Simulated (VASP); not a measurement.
Set up this calculation in VASP 6.6.1, as the native input.

```
Task                   : single point
Functional             : BLYP
Potentials or basis    : VASP PAW PBE potentials, release 64 (Ga_d)
Cutoff                 : 520 eV
k mesh                 : 12 × 12 × 10
Occupations            : fermi-dirac, width 0.1 eV
Spin                   : no spin polarisation
Dipole correction      : no
Further INCAR settings : ALGO = Normal; EDIFF = 1e-06; NBANDS = 20
```

The structure of Ga lies in POSCAR:

```
Ga
1.0
    1.4470974980     -4.1827966452      0.0227837405
    1.4470974980      4.1827966452      0.0227837405
   -0.0680356761      0.0000000000      3.6166481898
Ga
2
Direct
    0.8674099441      0.1325900559      0.2500000000
    0.1325900559      0.8674099441      0.7500000000
```

One way to write it, as run:

INCAR

```
PREC     = Accurate       # precision mode
ENCUT    = 520            # plane-wave cutoff, eV
EDIFF    = 1E-6           # SCF threshold, eV
ISMEAR   = -1             # smearing method
SIGMA    = 0.1            # smearing width, eV
LREAL    = False          # projectors in reciprocal space
LASPH    = True           # aspherical terms in the spheres
NELM     = 80             # most SCF steps
ALGO     = Normal         # electronic algorithm
ISIF     = 2              # what is computed and relaxed
LWAVE    = False          # write WAVECAR
LCHARG   = False          # write CHGCAR
GGA      = B5             # functional
ALDAX    = 1.0          
AGGAX    = 1.0          
AGGAC    = 1.0          
ALDAC    = 0.0          
NBANDS   = 20             # bands
```

KPOINTS

```
regular mesh
0
Gamma
  12 12 10
```

Potentials or basis: VASP PAW PBE potentials, release 64 (Ga_d).

The run is started by

```sh
$ cat potpaw_PBE.64/Ga_d/POTCAR > POTCAR
$ mpirun -np 1 vasp_std > vasp.out
```

It gave:

* Pressure: 0.0 GPa
* Largest force: 0.003 eV/Å
* Band gap on the k mesh: zero (bands 13 and 14 overlap by 6.50 eV)

Caveat: the PAW data sets were made with another functional, which shifts forces and pressure a little.

Wall time 7.2 min on 1 thread of Oxide Virtual Turin-like Processor, with other jobs on the host, peak memory 0.36 GiB.
